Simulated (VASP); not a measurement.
Set up this calculation in VASP 6.6.1, as the native input.

```yaml
Task: relaxation of cell and atoms
Functional: PBE
Potentials_or_basis: VASP PAW PBE potentials, release 64 (Zr_sv, Sb, H)
Cutoff: 600 eV
k_mesh: 8 × 8 × 8
Occupations: gaussian, width 0.1 eV
Spin: no spin polarisation
Dipole_correction: no
Further_INCAR_settings: ALGO = Normal; EDIFF = 1e-06; IBRION = 2; EDIFFG = -0.01; NSW = 100; ISIF = 3
```

The structure of Zr3SbH lies in POSCAR:

```
Zr3SbH
1.0
    4.4620628726      0.0000000000      0.0000000000
    0.0000000000      4.4620628726      0.0000000000
    0.0000000000      0.0000000000      4.4620628726
Zr Sb H
3 1 1
Direct
    0.0000000000      0.5000000000      0.5000000000
    0.5000000000      0.0000000000      0.5000000000
    0.5000000000      0.5000000000      0.0000000000
    0.0000000000      0.0000000000      0.0000000000
    0.5000000000      0.5000000000      0.5000000000
```

The cell was built from a structure type or drawn by symmetry, and may not be a known phase.

The input as run:

INCAR

```
PREC = Accurate
ENCUT = 600
EDIFF = 1E-6
ISMEAR = 0
SIGMA = 0.1
LREAL = False
LASPH = True
NELM = 100
ALGO = Normal
ISIF = 3
LWAVE = False
LCHARG = False
GGA = PE
IBRION = 2
NSW = 100
EDIFFG = -0.01
```

KPOINTS

```
regular mesh
0
Gamma
  8 8 8
```

Potentials or basis: VASP PAW PBE potentials, release 64 (Zr_sv, Sb, H).

Launch:

```sh
$ cat potpaw_PBE.64/Zr_sv/POTCAR potpaw_PBE.64/Sb/POTCAR potpaw_PBE.64/H/POTCAR > POTCAR
$ mpirun -np 1 vasp_std > vasp.out
```

Results of the run:

```
Relaxed volume                        : 17.85 Å³/atom
Relaxed cell                          : a = 4.469 Å, b = 4.469 Å, c = 4.469 Å, α = 90.00°, β = 90.00°, γ = 90.00°
Space group after relaxing (to 0.1 Å) : Pm-3m (No. 221)
Energy gained by relaxing             : 0.2 meV/atom
Ionic steps                           : 3
Pressure after relaxing               : 0.0 GPa
Band gap on the k mesh                : zero (bands 21 and 22 overlap by 2.20 eV)
```

Caveat: spin-orbit coupling is left out, which moves the levels of the heavy elements.

Run time: 2.2 min on 1 thread of AMD EPYC 7R13 Processor (Zen 3), with other jobs on the host, peak memory 0.25 GiB.
